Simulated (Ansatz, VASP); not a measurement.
## ZnO: VASP beside Ansatz

```
Zn O
1.0
     3.23487    0.00000    0.00000
    -1.61743    2.80148    0.00000
     0.00000    0.00000    5.52505
Zn O
2 2
Direct
  0.66667 0.33333 0.50624
  0.33333 0.66667 0.00624
  0.66667 0.33333 0.87407
  0.33333 0.66667 0.37407
```

Change from the starting cell: strain along c alone, the other axes held, atoms relaxed: +6.0 %.

Alike in both runs: functional r2SCAN; k mesh 12 × 12 × 6; occupations gaussian, width 0.02 eV; no spin polarisation.

Ansatz relaxed the structure, and its values are those at the end. VASP's run is a single point on that final structure, the one shown.

```csv
,VASP,Ansatz
version,VASP 6.6.1,Ansatz 0.2.0
potentials or method,"VASP PAW PBE potentials, release 64 (Zn, O), cutoff 520 eV","scalar-relativistic, plane waves, PAW"
valence electrons in the cell,36,36
```

```csv
,VASP,Ansatz,Ansatz less VASP
gap on the k mesh at the Fermi level (eV),1.04,1.05,+0.007
least direct gap on the mesh (eV),1.04,1.05,+0.007
pressure (GPa),-7.0,-7.9,-0.82
rms of the force components (eV/Å),0.016,0.003,-0.0136
```

VASP's potentials were made for PBE, not for r2SCAN. Ansatz's warnings: stress scf threshold loose.
